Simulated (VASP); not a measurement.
# P (Cmce) in VASP: single point with PBE

Aim: the single point of P with PBE.

All numbers are computed with VASP 6.6.1; they aren't measurements. Logs are shortened: lines on timing, memory, paths and dates and some standing lists are left out, and cuts for length are marked.

**1. The cell of the first run**

The structure is orthorhombic, space group Cmce (No. 64). The conventional cell has a = 3.309 Å, b = 11.304 Å, c = 4.564 Å, α = 90.00°, β = 90.00°, γ = 90.00°. Within 2.9 Å of P (site symmetry m) lie 3 P at 2.23 to 2.26 Å.

**2. Single point, PBE**

Input file INCAR:

```
PREC = Accurate
ENCUT = 520
EDIFF = 1E-6
ISMEAR = 0
SIGMA = 0.01
LREAL = F
LASPH = T
NELM = 80
ALGO = Normal
ISIF = 2
LWAVE = F
LCHARG = T
GGA = PE
LELF = T
LVHAR = T
NBANDS = 18
```

Input file KPOINTS:

```
Automatic mesh
0
Gamma
  12 12 10
```

Input file POSCAR:

```
P
1.0
    1.6545762525     -5.6521826835      0.0000000000
    1.6545762525      5.6521826835      0.0000000000
    0.0000000000      0.0000000000      4.5643456328
P
4
Direct
    0.9061189271      0.0938810729      0.0865421106
    0.5938810729      0.4061189271      0.5865421106
    0.0938810729      0.9061189271      0.9134578894
    0.4061189271      0.5938810729      0.4134578894
```

Potentials or basis: VASP PAW PBE potentials, release 64 (P).

Command:

```sh
> cat potpaw_PBE.64/P/POTCAR > POTCAR
> mpirun -np 1 vasp_std > vasp.out
```

OUTCAR:

```text
PREC = Accurate
   ENCUT = 520
   EDIFF = 1E-6
   ISMEAR = 0
   LREAL = F
   LASPH = T
   NELM = 80
   ISIF = 2
   GGA = PE

 ion  position               nearest neighbor table
   1  0.906  0.094  0.087-   4 2.23   4 2.23   3 2.26
   2  0.594  0.406  0.587-   3 2.23   3 2.23   4 2.26
   3  0.094  0.906  0.913-   2 2.23   2 2.23   1 2.26
   4  0.406  0.594  0.413-   1 2.23   1 2.23   2 2.26

  LATTYP: Found a base centered orthorhombic cell.
 ALAT       =     3.3091525050
 B/A-ratio  =     3.4160907815
 C/A-ratio  =     1.3793095440

  Lattice vectors:

 A1 = (   1.6545762525,  -5.6521826835,   0.0000000000)
 A2 = (   1.6545762525,   5.6521826835,   0.0000000000)
 A3 = (   0.0000000000,   0.0000000000,   4.5643456328)

Analysis of symmetry for initial positions (statically):
=====================================================================
 Subroutine PRICEL returns:
 Original cell was already a primitive cell.

 Routine SETGRP: Setting up the symmetry group for a
 base centered orthorhombic supercell.

 Subroutine GETGRP returns: Found  8 space group operations
 (whereof  4 operations were pure point group operations)
 out of a pool of  8 trial point group operations.

The static configuration has the point symmetry C_2h.
 The point group associated with its full space group is D_2h.

Analysis of symmetry for dynamics (positions and initial velocities):
=====================================================================
 Subroutine PRICEL returns:
 Original cell was already a primitive cell.

 Routine SETGRP: Setting up the symmetry group for a
 base centered orthorhombic supercell.

 Subroutine GETGRP returns: Found  8 space group operations
 (whereof  4 operations were pure point group operations)
 out of a pool of  8 trial point group operations.

The dynamic configuration has the point symmetry C_2h.
 The point group associated with its full space group is D_2h.

 Subroutine INISYM returns: Found  8 space group operations
 (whereof  4 operations are pure point group operations),
 and found     1 'primitive' translations

----------------------------------------------------------------------------------------

                                     Primitive cell

  volume of cell :      85.3712

  direct lattice vectors                    reciprocal lattice vectors
     1.654576253 -5.652182684  0.000000000     0.302192177 -0.088461401  0.000000000
[... 92 lines left out ...]
   EDIFFG = 0.1E-04   stopping-criterion for IOM
   NSW    =      0    number of steps for IOM
   IBRION =     -1    ionic relax: 0-MD 1-quasi-New 2-CG
   NFREE  =      0    steps in history (QN), initial steepest desc. (CG)
   ISIF   =      2    stress and relaxation
   ISYM   =      2    0-nonsym 1-usesym 2-fastsym
   POTIM  = 0.5000    time-step for ionic-motion
   TEBEG  =    0.0;   TEEND  =   0.0 temperature during run
   PSTRESS=    0.0 pullay stress
   NELECT =      20.0000    total number of electrons
   NUPDOWN=      -1.0000    fix difference up-down
   EMIN   =  10.00;   EMAX   =-10.00  energy-range for DOS
   EFERMI =   0.00;   METHOD = LEGACY
   ISMEAR =     0;   SIGMA  =   0.01  broadening in eV -4-tet -1-fermi 0-gaus
   EFERMI_NEDOS =   21; number of points for ismear=-14 and -15
   IALGO  =     38    algorithm
   IMIX   =      4    mixing-type and parameters
     AMIX     =   0.40;   BMIX     =  1.00
     AMIX_MAG =   1.60;   BMIX_MAG =  1.00
  volume/ion in A,a.u.               =      21.34       144.03
  Fermi-wavevector in a.u.,A,eV,Ry     =   1.009209  1.907128 13.857564  1.018502
  Thomas-Fermi vector in A             =   2.142123
   LORBIT       =      0    0 simple, 1 ext, 2 COOP (PROOUT), +10 PAW based schemes
   GGA     = PE    functional components
   LHFCALC =     F    Hartree Fock is set to
   AEXX    =    0.0000 exact exchange contribution
   IVDW    =     0    specifies the selected vdW correction
   LEPSILON=     F    determine dielectric tensor
   LRPA    =     F    only Hartree local field effects (RPA)
 non-spin polarized calculation
 Gauss-broadening in eV      SIGMA  =   0.01
  energy-cutoff  :      520.00
  volume of cell :       85.37
 maximum number of plane-waves:      2319
 NGX is ok and might be reduce to    48
   NGX = 21   NGY = 21   NGZ = 17

 number of electron      19.9999999 magnetization

 Free energy of the ion-electron system (eV)
  ---------------------------------------------------
  ext. energy  EPLUGINS =         0.00000000
  ---------------------------------------------------
  free energy    TOTEN  =       -21.50923294 eV

  energy without entropy =      -21.50923294  energy(sigma->0) =      -21.50923294

 E-fermi :   5.4107     XC(G=0):  -9.2147

 val. band max:        5.2992978932   @ k =   0.5000   0.5000   0.0000
 cond. band min:       5.4483356097   @ k =   0.5000   0.5000   0.0000
 fundamental gap:      0.1490377165
 Fermi energy:         5.4106960283

 k-point     1 :       0.0000    0.0000    0.0000
  band No.  band energies     occupation
      1     -10.1505      2.00000
      2      -7.5055      2.00000
      3      -4.2723      2.00000
      4      -1.1425      2.00000
      5       0.3297      2.00000
      6       0.5686      2.00000
[... 481 lines left out ...]
      5      -0.3898      2.00000
      6      -0.3062      2.00000
[... 10 lines left out ...]
     17      10.9766      0.00000
     18      11.1117      0.00000

 [... further k-points ...]

------------------------ aborting loop because EDIFF is reached ----------------------------------------

  FORCE on cell =-STRESS in cart. coord.  units (eV):
  Direction    XX          YY          ZZ          XY          YZ          ZX
  --------------------------------------------------------------------------------------
  -------------------------------------------------------------------------------------
  Total       -0.1567729     -0.1606167     -0.1725502      0.0000000      0.0000000      0.0000000
  in kB       -2.9421859     -3.0143223     -3.2382813      0.0000000      0.0000000      0.0000000
  external PRESSURE =      -3.0649299 kB  Pullay stress =       0.0000000 kB

 VOLUME and BASIS-vectors are now :
 -----------------------------------------------------------------------------
  energy-cutoff  :      520.00
  volume of cell :       85.37
      direct lattice vectors                 reciprocal lattice vectors
     1.654576253 -5.652182684  0.000000000     0.302192177 -0.088461401  0.000000000
     1.654576253  5.652182684  0.000000000     0.302192177  0.088461401  0.000000000
     0.000000000  0.000000000  4.564345633     0.000000000  0.000000000  0.219089456

 POSITION                                       TOTAL-FORCE (eV/Angst)
 -----------------------------------------------------------------------------------
      1.65458     -4.59092      0.39501         0.000000     -0.037371      0.034537
      1.65458     -1.06127      2.67718         0.000000      0.037371      0.034537
      1.65458      4.59092      4.16934         0.000000      0.037371     -0.034537
      1.65458      1.06127      1.88716         0.000000     -0.037371     -0.034537
 -----------------------------------------------------------------------------------
    total drift:                               -0.000000     -0.000000      0.000000

  FREE ENERGIE OF THE ION-ELECTRON SYSTEM (eV)
  ---------------------------------------------------
  free  energy   TOTEN  =       -21.5092329404 eV

  energy  without entropy=      -21.5092329404  energy(sigma->0) =      -21.50923294
```

stdout:

```text
POSCAR found type information on POSCAR P
 POSCAR found :  1 types and       4 ions
 scaLAPACK will be used
 LDA part: xc-table for (Slater+PW92), standard interpolation
 POSCAR, INCAR and KPOINTS ok, starting setup
 FFT: planning ... GRIDC
 FFT: planning ... GRID_SOFT
 FFT: planning ... GRID
 WAVECAR not read
 entering main loop
```

Run time: 11 min. Hardware: 1 thread of AMD EPYC 7R43 (Zen 3), shared host; peak memory 0.4 GiB.

What came out:

```yaml
Free_energy: -21.5092 eV
Pressure: -0.3 GPa
Largest_force: 0.051 eV/Å
Band_gap_on_the_k_mesh: 0.15 eV
```

Forces on the atoms (eV/Å):
```
P    0.000 -0.037  0.035
P    0.000  0.037  0.035
P    0.000  0.037 -0.035
P    0.000 -0.037 -0.035
```
